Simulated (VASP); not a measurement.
Input of a VASP 6.6.1 run:

Contents of INCAR:

```
SYSTEM = SiW16
ALGO = Fast ; DIPOL = 0.5 0.5 0.328
EDIFF = 1E-7 ; ENCUT = 520
GGA = PE ; IDIPOL = 3
ISIF = 2 ; ISMEAR = 0
LASPH = .TRUE. ; LCHARG = .FALSE.
LDIPOL = .TRUE. ; LREAL = Auto
LWAVE = .FALSE. ; NBANDS = 128
NELM = 100 ; PREC = Accurate
SIGMA = 0.1
```

File KPOINTS:

```
k-points
0
G
  4 4 1
  0 0 0
```

File POSCAR:

```
SiW16
1.0
    6.3673983380      0.0000000000      0.0000000000
    0.0000000000      6.3673983380      0.0000000000
    0.0000000000      0.0000000000     20.1425770443
W Si
16 1
Direct
    0.2500000000      0.2500000000      0.1985843217
    0.2500000000      0.7500000000      0.1985843217
    0.7500000000      0.2500000000      0.1985843217
    0.7500000000      0.7500000000      0.1985843217
    0.0000000000      0.0000000000      0.2776134142
    0.0000000000      0.5000000000      0.2776134142
    0.5000000000      0.0000000000      0.2776134142
    0.5000000000      0.5000000000      0.2776134142
    0.2500000000      0.2500000000      0.3599451664
    0.2500000000      0.7500000000      0.3599451664
    0.7500000000      0.2500000000      0.3599451664
    0.7500000000      0.7500000000      0.3599451664
    0.0000000000      0.0000000000      0.4290700751
    0.0000000000      0.5000000000      0.4290700751
    0.5000000000      0.0000000000      0.4290700751
    0.5000000000      0.5000000000      0.4290700751
    0.1250000000      0.1875000000      0.5169800841
```

Potentials or basis: VASP PAW PBE potentials, release 64 (W_sv, Si).

Launch:

```console
$ cat potpaw_PBE.64/W_sv/POTCAR potpaw_PBE.64/Si/POTCAR > POTCAR
$ mpirun -np 1 vasp_std > vasp.out
```

Task: Predict the largest force.

Result: 2.795 eV/Å.

Task: What does it give for the band gap on the k mesh?

Result: Zero (bands 114 and 115 overlap by 0.22 eV).

Forces in eV/Å, atoms in the order of the input:
```
W    0.042 -0.001  2.138
W    0.009  0.010  2.125
W   -0.030  0.023  2.180
W   -0.040 -0.056  2.025
W   -0.003  0.061 -2.195
W    0.050  0.014 -2.136
W    0.089  0.066 -2.162
W    0.071  0.037 -2.186
W    0.129  0.075 -0.137
W    0.549 -0.302 -0.302
W   -0.412  0.258 -0.426
W   -0.625 -0.267 -0.433
W   -1.411 -1.678 -0.555
W    0.036 -0.381  1.277
W   -0.130  0.134  0.662
W   -0.093 -0.155  0.112
Si   1.769  2.164  0.011
```

Caveat: spin-orbit coupling is left out, which moves the levels of the heavy elements.
